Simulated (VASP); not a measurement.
# Na (Fm-3m) in VASP: a series of runs

The runs below take Na through single point, relaxation of cell and atoms, with PBEsol.

All numbers are computed with VASP 6.6.1; they aren't measurements. Logs are shortened: lines on timing, memory, paths and dates and some standing lists are left out, and cuts for length are marked.

## (1) The cell of the first run

The structure is cubic, space group Fm-3m (No. 225). Conventional cell: a = 4.696 Å, b = 4.696 Å, c = 4.696 Å, α = 90.00°, β = 90.00°, γ = 90.00°. Na (site symmetry m-3m) has 12 Na at 3.32 Å within 4.4 Å.

This isn't the form of Na at room conditions, which is bcc.

## (2) Single point, PBEsol

Input file INCAR:

```
SYSTEM = Na
ALGO     = Normal         ! electronic algorithm
EDIFF    = 1E-6           ! SCF threshold, eV
ENCUT    = 500            ! plane-wave cutoff, eV
GGA      = PS             ! functional
GGA_COMPAT= .FALSE.      
ISIF     = 2              ! what is computed and relaxed
ISMEAR   = 1              ! smearing method
LASPH    = .TRUE.         ! aspherical terms in the spheres
LCHARG   = .FALSE.        ! write CHGCAR
LREAL    = .FALSE.        ! projectors in reciprocal space
LWAVE    = .FALSE.        ! write WAVECAR
NBANDS   = 10             ! bands
NELM     = 120            ! most SCF steps
PREC     = Accurate       ! precision mode
SIGMA    = 0.1            ! smearing width, eV
```

Input file KPOINTS:

```
k-points
0
G
  13 13 13
  0 0 0
```

Input file POSCAR:

```
Na
1.0
    0.0000000000      2.3480217301      2.3480217301
    2.3480217301      0.0000000000      2.3480217301
    2.3480217301      2.3480217301      0.0000000000
Na
1
Direct
    0.0000000000      0.0000000000      0.0000000000
```

Potentials or basis: VASP PAW PBE potentials, release 64 (Na_pv).

Run with:

```bash
$ cat potpaw_PBE.64/Na_pv/POTCAR > POTCAR
$ mpirun -np 1 vasp_std > vasp.out
```

OUTCAR:

```text
SYSTEM = Na
   EDIFF = 1E-6
   ENCUT = 500
   GGA = PS
   ISIF = 2
   ISMEAR = 1
   LASPH = .TRUE.
   LREAL = .FALSE.
   NELM = 120
   PREC = Accurate

 ion  position               nearest neighbor table
   1  0.000  0.000  0.000-

  LATTYP: Found a face centered cubic cell.
 ALAT       =     4.6960434602

  Lattice vectors:

 A1 = (   0.0000000000,   2.3480217301,   2.3480217301)
 A2 = (   2.3480217301,   0.0000000000,   2.3480217301)
 A3 = (   2.3480217301,   2.3480217301,   0.0000000000)

Analysis of symmetry for initial positions (statically):
=====================================================================
 Subroutine PRICEL returns:
 Original cell was already a primitive cell.

 Routine SETGRP: Setting up the symmetry group for a
 face centered cubic supercell.

 Subroutine GETGRP returns: Found 48 space group operations
 (whereof 48 operations were pure point group operations)
 out of a pool of 48 trial point group operations.

The static configuration has the point symmetry O_h .

Analysis of symmetry for dynamics (positions and initial velocities):
=====================================================================
 Subroutine PRICEL returns:
 Original cell was already a primitive cell.

 Routine SETGRP: Setting up the symmetry group for a
 face centered cubic supercell.

 Subroutine GETGRP returns: Found 48 space group operations
 (whereof 48 operations were pure point group operations)
 out of a pool of 48 trial point group operations.

The dynamic configuration has the point symmetry O_h .

 Subroutine INISYM returns: Found 48 space group operations
 (whereof 48 operations are pure point group operations),
 and found     1 'primitive' translations

----------------------------------------------------------------------------------------

                                     Primitive cell

  volume of cell :      25.8903

  direct lattice vectors                    reciprocal lattice vectors
     0.000000000  2.348021730  2.348021730    -0.212945218  0.212945218  0.212945218
     2.348021730  0.000000000  2.348021730     0.212945218 -0.212945218  0.212945218
     2.348021730  2.348021730  0.000000000     0.212945218  0.212945218 -0.212945218

  length of vectors
     3.320604175  3.320604175  3.320604175     0.368831937  0.368831937  0.368831937

[... 75 lines left out ...]
   LASPH  =      T    aspherical Exc in radial PAW
   ENCUT  =  500.0 eV  36.75 Ry    6.06 a.u.   6.05  6.05  6.05*2*pi/ulx,y,z
   NELM   =    120;   NELMIN=  2; NELMDL= -5     # of ELM steps
   EDIFF  = 0.1E-05   stopping-criterion for ELM
   LREAL  =      F    real-space projection
   EDIFFG = 0.1E-04   stopping-criterion for IOM
   NSW    =      0    number of steps for IOM
   IBRION =     -1    ionic relax: 0-MD 1-quasi-New 2-CG
   NFREE  =      0    steps in history (QN), initial steepest desc. (CG)
   ISIF   =      2    stress and relaxation
   ISYM   =      2    0-nonsym 1-usesym 2-fastsym
   POTIM  = 0.5000    time-step for ionic-motion
   TEBEG  =    0.0;   TEEND  =   0.0 temperature during run
   PSTRESS=    0.0 pullay stress
   NELECT =       7.0000    total number of electrons
   NUPDOWN=      -1.0000    fix difference up-down
   EMIN   =  10.00;   EMAX   =-10.00  energy-range for DOS
   EFERMI =   0.00;   METHOD = LEGACY
   ISMEAR =     1;   SIGMA  =   0.10  broadening in eV -4-tet -1-fermi 0-gaus
   EFERMI_NEDOS =   21; number of points for ismear=-14 and -15
   IALGO  =     38    algorithm
   IMIX   =      4    mixing-type and parameters
     AMIX     =   0.40;   BMIX     =  1.00
     AMIX_MAG =   1.60;   BMIX_MAG =  1.00
  volume/ion in A,a.u.               =      25.89       174.72
  Fermi-wavevector in a.u.,A,eV,Ry     =   1.058592  2.000449 15.246929  1.120618
  Thomas-Fermi vector in A             =   2.193907
   LORBIT       =      0    0 simple, 1 ext, 2 COOP (PROOUT), +10 PAW based schemes
   GGA     = PS    functional components
   LHFCALC =     F    Hartree Fock is set to
   AEXX    =    0.0000 exact exchange contribution
   IVDW    =     0    specifies the selected vdW correction
   LEPSILON=     F    determine dielectric tensor
   LRPA    =     F    only Hartree local field effects (RPA)
 non-spin polarized calculation
 Methfessel and Paxton  Order N= 1 SIGMA  =   0.10
  energy-cutoff  :      500.00
  volume of cell :       25.89
 maximum number of plane-waves:       670
   NGX = 13   NGY = 13   NGZ = 13

 number of electron       7.0000006 magnetization

 Free energy of the ion-electron system (eV)
  ---------------------------------------------------
  ext. energy  EPLUGINS =         0.00000000
  ---------------------------------------------------
  free energy    TOTEN  =        -1.27136413 eV

  energy without entropy =       -1.27131026  energy(sigma->0) =       -1.27134617

 E-fermi :   1.5938     XC(G=0):  -7.5381

 val. band max:        1.4555834336   @ k =   0.3846   0.3846   0.0000
 cond. band min:       1.5947646592   @ k =  -0.3077   0.2308   0.0769
 fundamental gap:      0.1391812256
 Fermi energy:         1.5937685608

 k-point     1 :       0.0000    0.0000    0.0000
  band No.  band energies     occupation
      1     -23.0490      2.00000
      2     -23.0490      2.00000
      3     -23.0490      2.00000
      4      -2.5742      2.00000
      5      14.9953      0.00000
      6      14.9953      0.00000
      7      14.9953      0.00000
      8      16.4137      0.00000
      9      17.8186      0.00000
     10      17.8186      0.00000
[... 287 lines left out ...]
 k-point    24 :       0.4615    0.1538    0.0000
  band No.  band energies     occupation
      1     -23.1548      2.00000
      2     -23.0775      2.00000
      3     -23.0706      2.00000
      4       1.2926      2.00017
      5       4.8208      0.00000
      6      10.7184      0.00000
      7      12.3993      0.00000
      8      13.9651      0.00000
      9      18.5571      0.00000
     10      19.2744      0.00000

 [... further k-points ...]
[... 5 lines left out ...]
  --------------------------------------------------------------------------------------
  -------------------------------------------------------------------------------------
  Total        0.7932543      0.7932543      0.7932543      0.0000000      0.0000000     -0.0000000
  in kB       49.0892852     49.0892852     49.0892852      0.0000000      0.0000000     -0.0000000
  external PRESSURE =      49.0892852 kB  Pullay stress =       0.0000000 kB

 VOLUME and BASIS-vectors are now :
 -----------------------------------------------------------------------------
  energy-cutoff  :      500.00
  volume of cell :       25.89
      direct lattice vectors                 reciprocal lattice vectors
     0.000000000  2.348021730  2.348021730    -0.212945218  0.212945218  0.212945218
     2.348021730  0.000000000  2.348021730     0.212945218 -0.212945218  0.212945218
     2.348021730  2.348021730  0.000000000     0.212945218  0.212945218 -0.212945218

 POSITION                                       TOTAL-FORCE (eV/Angst)
 -----------------------------------------------------------------------------------
      0.00000      0.00000      0.00000         0.000000      0.000000     -0.000000
 -----------------------------------------------------------------------------------
    total drift:                               -0.000000      0.000000      0.000000

  FREE ENERGIE OF THE ION-ELECTRON SYSTEM (eV)
  ---------------------------------------------------
  free  energy   TOTEN  =        -1.2713641303 eV

  energy  without entropy=       -1.2713102597  energy(sigma->0) =       -1.27134617
```

stdout:

```text
POSCAR found type information on POSCAR Na
 POSCAR found :  1 types and       1 ions
 scaLAPACK will be used
 -----------------------------------------------------------------------------
|                                                                             |
|                                                                             |
|     You enforced a specific xc type in the INCAR file but a different       |
|     I HOPE YOU KNOW WHAT YOU ARE DOING!                                     |
|                                                                             |
 -----------------------------------------------------------------------------

 LDA part: xc-table for (Slater+PW92), standard interpolation
 POSCAR, INCAR and KPOINTS ok, starting setup
 FFT: planning ... GRIDC
 FFT: planning ... GRID_SOFT
 FFT: planning ... GRID
 WAVECAR not read
 entering main loop
```

It took 6.1 s on 1 thread of Intel Xeon Platinum 8559C (Emerald Rapids), shared host; peak memory 0.13 GiB.

Results:

```yaml
Free_energy: -1.2714 eV
Pressure: 4.9 GPa
Band_gap_on_the_k_mesh: zero (an odd number of electrons rules out a gap without spin polarisation)
```

Levels at points of the mesh, in eV from the Fermi level:
```csv
k point,band 2,band 3,band 4,band 5,band 6,band 7
"(0.00, 0.00, 0.00)",-24.64,-24.64,-4.17,13.40,13.40,13.40
```

Caveat: the cell stands under pressure; the PAW data sets were made with another functional, which shifts forces and pressure a little.

## (3) Single point, PBEsol

This run uses another cell than the first one, of 36.35 Å³/atom.

Input file INCAR:

```
PREC     = Accurate       # precision mode
ENCUT    = 500            # plane-wave cutoff, eV
EDIFF    = 1E-6           # SCF threshold, eV
ISMEAR   = 1              # smearing method
SIGMA    = 0.1            # smearing width, eV
LREAL    = False          # projectors in reciprocal space
LASPH    = True           # aspherical terms in the spheres
NELM     = 120            # most SCF steps
ALGO     = Normal         # electronic algorithm
ISIF     = 2              # what is computed and relaxed
LWAVE    = False          # write WAVECAR
LCHARG   = True           # write CHGCAR
GGA      = PS             # functional
LELF     = True           # ELF
LVHAR    = True         
NBANDS   = 10             # bands
GGA_COMPAT= False
```

Input file KPOINTS:

```
Automatic mesh
0
Gamma
  13 13 13
```

Input file POSCAR:

```
Na
1.0
    0.0000000000      2.6292031798      2.6292031798
    2.6292031798      0.0000000000      2.6292031798
    2.6292031798      2.6292031798      0.0000000000
Na
1
Direct
    0.0000000000      0.0000000000      0.0000000000
```

Potentials or basis: VASP PAW PBE potentials, release 64 (Na_pv).

Run with:

```bash
$ cat potpaw_PBE.64/Na_pv/POTCAR > POTCAR
$ mpirun -np 1 vasp_std > vasp.out
```

Wall time 13 s (1 thread of Intel Xeon Platinum 8559C (Emerald Rapids), shared host); peak memory 0.15 GiB.

It converged, with:

```
Free energy            : -1.3969 eV
Pressure               : 0.0 GPa
Band gap on the k mesh : zero (an odd number of electrons rules out a gap without spin polarisation)
```

Levels at points of the mesh, in eV from the Fermi level:
```tsv
k point	band 1	band 2	band 3	band 4	band 5	band 6	band 7	band 8
(0.00, 0.00, 0.00)	-24.79	-24.79	-24.79	-3.34	11.19	11.19	11.19	12.30
```

Caveat: the PAW data sets were made with another functional, which shifts forces and pressure a little.

(Continued in part 2 of 2.)
